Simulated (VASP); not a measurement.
# MnSb (Fm-3m) in VASP: further runs

The runs below take MnSb through single point, with PBE+U, LDA+U.

Everything below comes from runs of VASP 6.6.1. Logs are shortened: lines on timing, memory, paths and dates and some standing lists are left out, and cuts for length are marked.

## 1. The cell of the first run

Symmetry: Fm-3m, No. 225, cubic system. The conventional cell has a = 5.590 Å, b = 5.590 Å, c = 5.590 Å, α = 90.00°, β = 90.00°, γ = 90.00°. Within 3.7 Å of Sb (site symmetry m-3m) lie 6 Mn at 2.80 Å. Within 3.7 Å of Mn (site symmetry m-3m) lie 6 Sb at 2.80 Å.

## 2. Single point, PBE+U, collinear spin, ferromagnetic start

Input file POSCAR:

```
MnSb
1.0
    0.0000000000      2.7950160000      2.7950160000
    2.7950160000      0.0000000000      2.7950160000
    2.7950160000      2.7950160000      0.0000000000
Sb Mn
1 1
Direct
    0.5000000000      0.5000000000      0.5000000000
    0.0000000000      0.0000000000      0.0000000000
```

Input file INCAR.step1:

```
  ISPIN = 2
  MAGMOM = 0 4
  LORBIT = 11
  LDAU = True
  LDAUTYPE = 2
  LDAUL = -1 2
  LDAUU = 0 5
  LDAUJ = 0 0
  ISMEAR = 0
  SIGMA = 0.03
  LWAVE = True
  LCHARG = True
  ISIF = 2
  NELM = 100
  ALGO = Normal
  PREC = Accurate
  LASPH = True
  LREAL = False
  EDIFF = 1E-5
  GGA_COMPAT = False
  ENCUT = 400
  EFERMI = MIDGAP
  LMAXMIX = 4
  GGA = PE
```

Input file INCAR.step2:

```
  GGA = PE
  ISPIN = 2
  MAGMOM = 0 4
  LORBIT = 11
  LDAU = True
  LDAUTYPE = 2
  LDAUL = -1 2
  LDAUU = 0 5
  LDAUJ = 0 0
  ISMEAR = 0
  SIGMA = 0.03
  LWAVE = False
  LCHARG = False
  ISIF = 2
  NELM = 100
  ALGO = All
  PREC = Accurate
  LASPH = True
  LREAL = False
  EDIFF = 1E-6
  GGA_COMPAT = False
  ENCUT = 400
  EFERMI = MIDGAP
  LMAXMIX = 4
  ISTART = 1
  ISEARCH = 1
```

Input file KPOINTS:

```
k-points
0
Gamma
  5 5 5
```

Potentials or basis: VASP PAW PBE potentials, release 64 (Sb, Mn_pv).

Launch:

```
> cat potpaw_PBE.64/Sb/POTCAR potpaw_PBE.64/Mn_pv/POTCAR > POTCAR
> cp INCAR.step1 INCAR
> mpirun -np 1 vasp_std > vasp.out
> cp INCAR.step2 INCAR
> mpirun -np 1 vasp_std > vasp.out
```

OUTCAR:

```text
GGA = PE
   ISPIN = 2
   LORBIT = 11
   ISMEAR = 0
   ISIF = 2
   NELM = 100
   PREC = Accurate
   LASPH = True
   LREAL = False
   EDIFF = 1E-6
   ENCUT = 400
   EFERMI = MIDGAP
   ISTART = 1

 Found     10 irreducible k-points:

 Following reciprocal coordinates:
            Coordinates               Weight
  0.000000  0.000000  0.000000      1.000000
  0.200000  0.000000  0.000000      8.000000
  0.400000  0.000000  0.000000      8.000000
  0.200000  0.200000  0.000000      6.000000
  0.400000  0.200000  0.000000     24.000000
 -0.400000  0.200000  0.000000     24.000000
   k-points           NKPTS =     10   k-points in BZ     NKDIM =     10   number of bands    NBANDS=     15
   number of dos      NEDOS =    301   number of ions     NIONS =      2
   total plane-waves  NPLWV =  21952
   dimension x,y,z NGX =    28 NGY =   28 NGZ =   28
   dimension x,y,z NGXF=    56 NGYF=   56 NGZF=   56
   ions per type =               1   1
   NGX,Y,Z   is equivalent  to a cutoff of  11.78, 11.78, 11.78 a.u.
   NGXF,Y,Z  is equivalent  to a cutoff of  23.55, 23.55, 23.55 a.u.
 SYSTEM =  unknown system
   PREC   = accura    normal or accurate (medium, high low for compatibility)
   ISTART =      1    job   : 0-new  1-cont  2-samecut
   ICHARG =      0    charge: 1-file 2-atom 10-const
   ISPIN  =      2    spin polarized calculation?
   LNONCOLLINEAR =      F non collinear calculations
   LSORBIT =      F    spin-orbit coupling
   LASPH  =      T    aspherical Exc in radial PAW
   ENCUT  =  400.0 eV  29.40 Ry    5.42 a.u.   6.45  6.45  6.45*2*pi/ulx,y,z
   NELM   =    100;   NELMIN=  2; NELMDL=  0     # of ELM steps
   EDIFF  = 0.1E-05   stopping-criterion for ELM
   LREAL  =      F    real-space projection
   EDIFFG = 0.1E-04   stopping-criterion for IOM
   NSW    =      0    number of steps for IOM
   IBRION =     -1    ionic relax: 0-MD 1-quasi-New 2-CG
   NFREE  =      0    steps in history (QN), initial steepest desc. (CG)
   ISIF   =      2    stress and relaxation
   ISYM   =      2    0-nonsym 1-usesym 2-fastsym
   POTIM  = 0.5000    time-step for ionic-motion
   TEBEG  =    0.0;   TEEND  =   0.0 temperature during run

   SCALEE = 1.0000    scale energy and forces
   PSTRESS=    0.0 pullay stress
   NELECT =      18.0000    total number of electrons
   NUPDOWN=      -1.0000    fix difference up-down
   EMIN   =  10.00;   EMAX   =-10.00  energy-range for DOS
   EFERMI =   0.00;   METHOD = MIDGAP
   ISMEAR =     0;   SIGMA  =   0.03  broadening in eV -4-tet -1-fermi 0-gaus
   EFERMI_NEDOS =   21; number of points for ismear=-14 and -15
   IALGO  =     58    algorithm
   IMIX   =      4    mixing-type and parameters
     AMIX     =   0.40;   BMIX     =  1.00
     AMIX_MAG =   1.60;   BMIX_MAG =  1.00
  volume/ion in A,a.u.               =      21.83       147.35
  Fermi-wavevector in a.u.,A,eV,Ry     =   1.218348  2.302344 20.196106  1.484372
  Thomas-Fermi vector in A             =   2.353638
   LORBIT       =     11    0 simple, 1 ext, 2 COOP (PROOUT), +10 PAW based schemes
 LDA+U is selected, type is set to LDAUTYPE =  2
   angular momentum for each species LDAUL =    -1    2
   U (eV)           for each species LDAUU =   0.0  5.0
   J (eV)           for each species LDAUJ =   0.0  0.0
   GGA     = PE    functional components
   LHFCALC =     F    Hartree Fock is set to
   AEXX    =    0.0000 exact exchange contribution
   IVDW    =     0    specifies the selected vdW correction
   LEPSILON=     F    determine dielectric tensor
   LRPA    =     F    only Hartree local field effects (RPA)

   CSHIFT  =0.1000    complex shift for real part using Kramers Kronig

   OMEGAMAX=  -1.0    maximum frequency
 spin polarized calculation
 Gauss-broadening in eV      SIGMA  =   0.03
  energy-cutoff  :      400.00
  volume of cell :       43.67
 maximum number of plane-waves:       821
 NGX is ok and might be reduce to    28
   NGX = 13   NGY = 13   NGZ = 13

 number of electron      17.9999993 magnetization       4.0479996

 Free energy of the ion-electron system (eV)
  ---------------------------------------------------
  ext. energy  EPLUGINS =         0.00000000
  ---------------------------------------------------
  free energy    TOTEN  =       -10.66863433 eV

  energy without entropy =      -10.66701854  energy(sigma->0) =      -10.66782644

 E-fermi :   7.7840     XC(G=0): -10.5536

 val. band max:        7.5373316140   @ k =   0.2000   0.0000   0.0000
 cond. band min:       7.7913317746   @ k =   0.4000   0.2000   0.0000
 fundamental gap:      0.2540001606
 Fermi energy:         7.7839814880

 spin component 1

 k-point     1 :       0.0000    0.0000    0.0000
  band No.  band energies     occupation
      1     -43.1768      1.00000
      2     -43.1768      1.00000
      3     -43.1768      1.00000
      4      -3.7114      1.00000
      5       2.2497      1.00000
      6       2.2497      1.00000
      7       2.2497      1.00000
      8       2.4912      1.00000
      9       2.4912      1.00000
     10       9.1447      0.00000
     11       9.1447      0.00000
     12       9.1447      0.00000
     13      12.6325      0.00000
     14      15.4892      0.00000
     15      15.4892      0.00000

 k-point     2 :       0.2000    0.0000    0.0000
  band No.  band energies     occupation
      1     -43.1776      1.00000
      2     -43.1765      1.00000
      3     -43.1765      1.00000
      4      -3.1838      1.00000
      5       2.1393      1.00000
      6       2.2293      1.00000
      7       2.2293      1.00000
      8       2.4115      1.00000
      9       2.4115      1.00000
     10       6.3522      1.00000
     11       9.3448      0.00000
     12       9.3448      0.00000
     13      12.9369      0.00000
     14      14.6675      0.00000
     15      14.6675      0.00000

 k-point     3 :       0.4000    0.0000    0.0000
  band No.  band energies     occupation
      1     -43.1789      1.00000
      2     -43.1766      1.00000
      3     -43.1766      1.00000
      4      -1.8461      1.00000
      5       1.4892      1.00000
      6       2.0013      1.00000
      7       2.0013      1.00000
      8       2.5022      1.00000
      9       2.5022      1.00000
     10       3.7045      1.00000
     11       9.8204      0.00000
     12       9.8204      0.00000
     13      11.8680      0.00000
     14      12.7861      0.00000
     15      12.7861      0.00000
[... 19 lines left out ...]
 k-point     5 :       0.4000    0.2000    0.0000
  band No.  band energies     occupation
      1     -43.1784      1.00000
      2     -43.1772      1.00000
      3     -43.1771      1.00000
      4      -2.0447      1.00000
      5       1.8040      1.00000
      6       2.0745      1.00000
      7       2.2445      1.00000
      8       2.4863      1.00000
      9       2.5546      1.00000
     10       4.6869      1.00000
     11       7.7913      0.36784
     12       7.8361      0.00716
     13      10.8186      0.00000
     14      13.9199      0.00000
     15      15.7882      0.00000

 k-point     6 :      -0.4000    0.2000    0.0000
  band No.  band energies     occupation
      1     -43.1787      1.00000
      2     -43.1773      1.00000
      3     -43.1767      1.00000
      4      -1.3788      1.00000
      5       1.4996      1.00000
      6       2.0667      1.00000
      7       2.0714      1.00000
      8       2.5019      1.00000
      9       2.6951      1.00000
     10       3.6231      1.00000
     11       6.7132      1.00000
     12       8.7565      0.00000
     13      11.2114      0.00000
     14      14.3690      0.00000
     15      14.8039      0.00000

 [... further k-points ...]

 spin component 2

 k-point     1 :       0.0000    0.0000    0.0000
  band No.  band energies     occupation
      1     -38.5983      1.00000
      2     -38.5983      1.00000
      3     -38.5983      1.00000
      4      -3.8016      1.00000
      5       8.9262      0.00000
      6       8.9262      0.00000
      7       8.9262      0.00000
      8       9.4097      0.00000
      9       9.4097      0.00000
     10       9.6410      0.00000
     11       9.6410      0.00000
     12       9.6410      0.00000
     13      13.4493      0.00000
     14      15.6595      0.00000
     15      17.2339      0.00000

 k-point     2 :       0.2000    0.0000    0.0000
  band No.  band energies     occupation
      1     -38.5996      1.00000
      2     -38.5979      1.00000
      3     -38.5979      1.00000
      4      -3.2957      1.00000
      5       5.8801      1.00000
      6       7.5373      1.00000
      7       7.5373      1.00000
      8       9.8505      0.00000
      9       9.8505      0.00000
     10      10.1398      0.00000
     11      11.1310      0.00000
     12      11.1310      0.00000
     13      13.9994      0.00000
     14      15.7791      0.00000
     15      15.7791      0.00000

 k-point     3 :       0.4000    0.0000    0.0000
  band No.  band energies     occupation
      1     -38.6016      1.00000
      2     -38.5980      1.00000
      3     -38.5980      1.00000
      4      -2.0579      1.00000
      5       2.7274      1.00000
      6       6.6380      1.00000
      7       6.6380      1.00000
      8      10.4831      0.00000
      9      10.4831      0.00000
     10      10.4976      0.00000
     11      12.2103      0.00000
     12      12.5318      0.00000
     13      12.5318      0.00000
     14      13.7277      0.00000
     15      13.7277      0.00000
[... 19 lines left out ...]
 k-point     5 :       0.4000    0.2000    0.0000
  band No.  band energies     occupation
      1     -38.6008      1.00000
      2     -38.5989      1.00000
      3     -38.5987      1.00000
      4      -2.1429      1.00000
      5       3.7923      1.00000
      6       5.9058      1.00000
      7       6.6102      1.00000
      8       9.4175      0.00000
      9      10.1228      0.00000
     10      10.7505      0.00000
     11      11.2103      0.00000
     12      11.5216      0.00000
     13      12.3378      0.00000
     14      14.9400      0.00000
     15      16.6033      0.00000

 k-point     6 :      -0.4000    0.2000    0.0000
  band No.  band energies     occupation
      1     -38.6013      1.00000
      2     -38.5991      1.00000
      3     -38.5982      1.00000
      4      -1.5069      1.00000
      5       2.7071      1.00000
      6       5.2009      1.00000
      7       6.4071      1.00000
      8      10.0336      0.00000
      9      10.4083      0.00000
     10      10.6541      0.00000
     11      11.2780      0.00000
     12      11.5918      0.00000
     13      12.6264      0.00000
     14      15.4254      0.00000
     15      15.4383      0.00000

 [... further k-points ...]
[... 5 lines left out ...]
  --------------------------------------------------------------------------------------
  -------------------------------------------------------------------------------------
  Total        2.1040159      2.1040159      2.1040159     -0.0000000      0.0000000      0.0000000
  in kB       77.1927853     77.1927853     77.1927853     -0.0000000      0.0000000      0.0000000
  external PRESSURE =      77.1927853 kB  Pullay stress =       0.0000000 kB

 VOLUME and BASIS-vectors are now :
 -----------------------------------------------------------------------------
  energy-cutoff  :      400.00
  volume of cell :       43.67
      direct lattice vectors                 reciprocal lattice vectors
     0.000000000  2.795016000  2.795016000    -0.178889853  0.178889853  0.178889853
     2.795016000  0.000000000  2.795016000     0.178889853 -0.178889853  0.178889853
     2.795016000  2.795016000  0.000000000     0.178889853  0.178889853 -0.178889853

 POSITION                                       TOTAL-FORCE (eV/Angst)
 -----------------------------------------------------------------------------------
      2.79502      2.79502      2.79502        -0.000000      0.000000      0.000000
      0.00000      0.00000      0.00000         0.000000     -0.000000     -0.000000
 -----------------------------------------------------------------------------------
    total drift:                               -0.000000      0.000000      0.000000

  FREE ENERGIE OF THE ION-ELECTRON SYSTEM (eV)
  ---------------------------------------------------
  free  energy   TOTEN  =       -10.6686343344 eV

  energy  without entropy=      -10.6670185090  energy(sigma->0) =      -10.66782642

 total charge

# of ion       s       p       d       tot
------------------------------------------
    1        1.149   1.362   0.028   2.538
    2        0.292   6.205   4.917  11.413
--------------------------------------------------
tot          1.440   7.567   4.944  13.952

 magnetization (x)

# of ion       s       p       d       tot
------------------------------------------
    1        0.008  -0.278   0.008  -0.262
    2        0.073   0.029   4.240   4.341
--------------------------------------------------
tot          0.081  -0.250   4.248   4.079
```

Wall time 24 s (1 thread of Intel Xeon Platinum 8259CL at 2.50GHz (Skylake/Cascade Lake), shared host); peak memory 0.17 GiB.

Results:

- Free energy: -10.6686 eV
- Pressure: 7.7 GPa
- Net moment: 4.05 μB per cell
- Site moments: Sb -0.26; Mn +4.34 μB
- Valence electrons inside the program's atomic spheres: Sb 2.54; Mn 11.41

Caveat: the k points lie up to 0.39 Å⁻¹ apart; spin-orbit coupling is left out, which moves the levels of the heavy elements; a cell with one magnetic atom can't hold antiferromagnetic order, which such compounds often take; the U is typed as a test and isn't derived for this compound. The state reached can hang on the start; a lower one may exist.

## 3. Single point, LDA+U, collinear spin, ferromagnetic start

Input file INCAR:

```
SYSTEM = MnSb
PREC = Accurate ; ENCUT = 520
EDIFF = 1E-6 ; ISMEAR = -5
SIGMA = 0.05 ; LREAL = .False.
LASPH = .True. ; NELM = 150
ALGO = Normal ; ISIF = 2
LWAVE = .False. ; LCHARG = .False.
ISPIN = 2 ; MAGMOM = 0 4
LORBIT = 11 ; LMAXMIX = 4
LDAU = .True. ; LDAUTYPE = 2
LDAUL = -1 2 ; LDAUU = 0 4
LDAUJ = 0 0 ; LDAUPRINT = 1
GGA = CA ; NBANDS = 20
```

Input file KPOINTS:

```
Automatic mesh
0
Gamma
  8 8 8
  0 0 0
```

POSCAR is that of step 2.

Potentials or basis: VASP PAW LDA potentials, release 64 (Sb, Mn_pv).

Launch:

```
> cat potpaw_LDA.64/Sb/POTCAR potpaw_LDA.64/Mn_pv/POTCAR > POTCAR
> mpirun -np 1 vasp_std > vasp.out
```

OUTCAR:

```text
SYSTEM = MnSb
   PREC = Accurate
   ENCUT = 520
   EDIFF = 1E-6
   ISMEAR = -5
   LREAL = .False.
   LASPH = .True.
   NELM = 150
   ISIF = 2
   ISPIN = 2
   LORBIT = 11
   GGA = CA

 ion  position               nearest neighbor table
   1  0.500  0.500  0.500-   2 2.80   2 2.80   2 2.80   2 2.80   2 2.80   2 2.80
   2  0.000  0.000  0.000-   1 2.80   1 2.80   1 2.80   1 2.80   1 2.80   1 2.80

  LATTYP: Found a face centered cubic cell.
 ALAT       =     5.5900320000

  Lattice vectors:

 A1 = (   0.0000000000,   2.7950160000,   2.7950160000)
 A2 = (   2.7950160000,   0.0000000000,   2.7950160000)
 A3 = (   2.7950160000,   2.7950160000,   0.0000000000)

Analysis of symmetry for initial positions (statically):
=====================================================================
 Subroutine PRICEL returns:
 Original cell was already a primitive cell.

 Routine SETGRP: Setting up the symmetry group for a
 face centered cubic supercell.

 Subroutine GETGRP returns: Found 48 space group operations
 (whereof 48 operations were pure point group operations)
[... 228 lines left out ...]
  band No.  band energies     occupation
      1     -42.6697      1.00000
      2     -42.6697      1.00000
      3     -42.6697      1.00000
      4      -4.0085      1.00000
      5       2.7484      1.00000
      6       2.7484      1.00000
[... 1097 lines left out ...]
     19      21.6968      0.00000
     20      22.0631      0.00000

 [... further k-points ...]
[... 5 lines left out ...]
  --------------------------------------------------------------------------------------
  -------------------------------------------------------------------------------------
  Total        0.0035382      0.0035382      0.0035382     -0.0000000     -0.0000000     -0.0000000
  in kB        0.1298115      0.1298115      0.1298115     -0.0000000     -0.0000000     -0.0000000
  external PRESSURE =       0.1298115 kB  Pullay stress =       0.0000000 kB

 VOLUME and BASIS-vectors are now :
 -----------------------------------------------------------------------------
  energy-cutoff  :      520.00
  volume of cell :       43.67
      direct lattice vectors                 reciprocal lattice vectors
     0.000000000  2.795016000  2.795016000    -0.178889853  0.178889853  0.178889853
     2.795016000  0.000000000  2.795016000     0.178889853 -0.178889853  0.178889853
     2.795016000  2.795016000  0.000000000     0.178889853  0.178889853 -0.178889853

 POSITION                                       TOTAL-FORCE (eV/Angst)
 -----------------------------------------------------------------------------------
      2.79502      2.79502      2.79502         0.000000      0.000000      0.000000
      0.00000      0.00000      0.00000        -0.000000     -0.000000     -0.000000
 -----------------------------------------------------------------------------------
    total drift:                               -0.000000      0.000000      0.000000

  FREE ENERGIE OF THE ION-ELECTRON SYSTEM (eV)
  ---------------------------------------------------
  free  energy   TOTEN  =       -12.0348528154 eV

  energy  without entropy=      -12.0348528154  energy(sigma->0) =      -12.03485282

 total charge

# of ion       s       p       d       tot
------------------------------------------
    1        1.158   1.347   0.031   2.536
    2        0.297   6.203   4.948  11.448
--------------------------------------------------
tot          1.455   7.550   4.979  13.984

 magnetization (x)

# of ion       s       p       d       tot
------------------------------------------
    1        0.011  -0.197   0.010  -0.176
    2        0.061   0.027   4.115   4.202
--------------------------------------------------
tot          0.072  -0.170   4.124   4.026
```

Wall time 30 s (1 thread of Intel Xeon 6975P-C (Granite Rapids), shared host); peak memory 0.18 GiB.

Results:

```
Free energy                                           : -12.0349 eV
Pressure                                              : 0.0 GPa
Net moment                                            : 4.10 μB per cell
Site moments                                          : Sb -0.18; Mn +4.20 μB
Valence electrons inside the program's atomic spheres : Sb 2.54; Mn 11.45
```

Eigenvalues of the final occupation matrices:
```csv
site,spin,trace,eigenvalues
site 2 d,1,4.55,0.89 0.89 0.92 0.92 0.92
site 2 d,2,0.42,0.03 0.03 0.03 0.16 0.16
```

Caveat: spin-orbit coupling is left out, which moves the levels of the heavy elements; a cell with one magnetic atom can't hold antiferromagnetic order, which such compounds often take; the U is typed as a test and isn't derived for this compound; tetrahedron occupations give inexact forces and stress in metals.
